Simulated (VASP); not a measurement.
Wanted: the native input for a VASP 6.6.1 run.

| Quantity | Value |
| --- | --- |
| Task | single point |
| Functional | PBE |
| Potentials or basis | VASP PAW PBE potentials, release 64 (Ta_pv) |
| Cutoff | 520 eV |
| k mesh | 18 × 18 × 18 |
| Occupations | gaussian, width 0.15 eV |
| Spin | no spin polarisation |
| Dipole correction | no |
| Further INCAR settings | ALGO = Fast; EDIFF = 1e-06; NBANDS = 12 |

The structure of Ta lies in POSCAR:

```
Ta
1.0
   -1.5682119726      1.6594835689      1.5350223012
    1.5682119726     -1.6594835689      1.5350223012
    1.5682119726      1.6594835689     -1.5350223012
Ta
1
Direct
    0.0000000000      0.0000000000      0.0000000000
```

This cell differs from its parent crystal: normal strain along x -0.0550, normal strain along z -0.0750.

One way to write it, as run:

INCAR

```
ALGO     = Fast           # electronic algorithm
EDIFF    = 1E-6           # SCF threshold, eV
ENCUT    = 520            # plane-wave cutoff, eV
GGA      = PE             # functional
ISIF     = 2              # what is computed and relaxed
ISMEAR   = 0              # smearing method
LASPH    = T              # aspherical terms in the spheres
LCHARG   = T              # write CHGCAR
LELF     = T              # ELF
LREAL    = F              # projectors in reciprocal space
LVHAR    = T            
LWAVE    = F              # write WAVECAR
NBANDS   = 12             # bands
NELM     = 100            # most SCF steps
PREC     = Accurate       # precision mode
SIGMA    = 0.15           # smearing width, eV
```

KPOINTS

```
k-points
0
Gamma
  18 18 18
```

Potentials or basis: VASP PAW PBE potentials, release 64 (Ta_pv).

Run with:

```sh
$ cat potpaw_PBE.64/Ta_pv/POTCAR > POTCAR
$ mpirun -np 1 vasp_std > vasp.out
```

It gave:

```json
{"Pressure": "34.7 GPa"}
```

Caveat: the cell differs from its parent crystal (normal strain along x -0.0550, normal strain along z -0.0750).

Run time: 84 s on 1 thread of Intel Xeon 6975P-C, with other jobs on the host, peak memory 0.27 GiB.
